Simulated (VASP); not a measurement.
Wanted: the native input for a VASP 6.6.1 run.

- Task: relaxation of cell and atoms
- Functional: LDA
- Potentials or basis: VASP PAW LDA potentials, release 64 (Mo_sv)
- Cutoff: 600 eV
- k mesh: 16 × 16 × 9
- Occupations: fermi-dirac, width 0.05 eV
- Spin: no spin polarisation
- Target pressure: 6.5 GPa
- Dipole correction: no
- Further INCAR settings: ALGO = Normal; EDIFF = 1e-06; IBRION = 2; EDIFFG = -0.005; NSW = 60; ISIF = 3

The structure of Mo lies in POSCAR:

```
Mo
1.0
    2.7602393707      0.0000000000      0.0000000000
   -1.3801196853      2.3904374156      0.0000000000
    0.0000000000      0.0000000000      4.4715877805
Mo
2
Direct
    0.3333333333      0.6666666667      0.2500000000
    0.6666666667      0.3333333333      0.7500000000
```

The input as run:

INCAR

```
  PREC = Accurate
  ENCUT = 600
  EDIFF = 1E-6
  ISMEAR = -1
  SIGMA = 0.05
  LREAL = F
  LASPH = T
  NELM = 80
  ALGO = Normal
  ISIF = 3
  LWAVE = F
  LCHARG = F
  IBRION = 2
  NSW = 60
  EDIFFG = -0.005
  PSTRESS = 65.0
```

KPOINTS

```
regular mesh
0
Gamma
  16 16 9
```

Potentials or basis: VASP PAW LDA potentials, release 64 (Mo_sv).

The run is started by

```sh
$ cat potpaw_LDA.64/Mo_sv/POTCAR > POTCAR
$ mpirun -np 1 vasp_std > vasp.out
```

It gave:

The relaxed volume is 15.02 Å³/atom, the relaxed cell is a = 2.701 Å, b = 2.701 Å, c = 4.756 Å, α = 90.00°, β = 90.00°, γ = 120.00° and the space group after relaxing (to 0.05 Å) is P6_3/mmc (No. 194). The energy change on relaxing (the enthalpy is what falls) is -34.0 meV/atom, the ionic steps are 13 and the pressure after relaxing is 6.5 GPa. The band gap on the k mesh is zero (band 14 reaches 14.28 eV, above the bottom of band 15 at 12.12 eV).

Caveat: the cell is relaxed towards a set pressure, so the enthalpy falls and the energy may rise.

Run time: 4.2 min on 1 thread of Intel Xeon 6975P-C (shared host), peak memory 0.21 GiB.
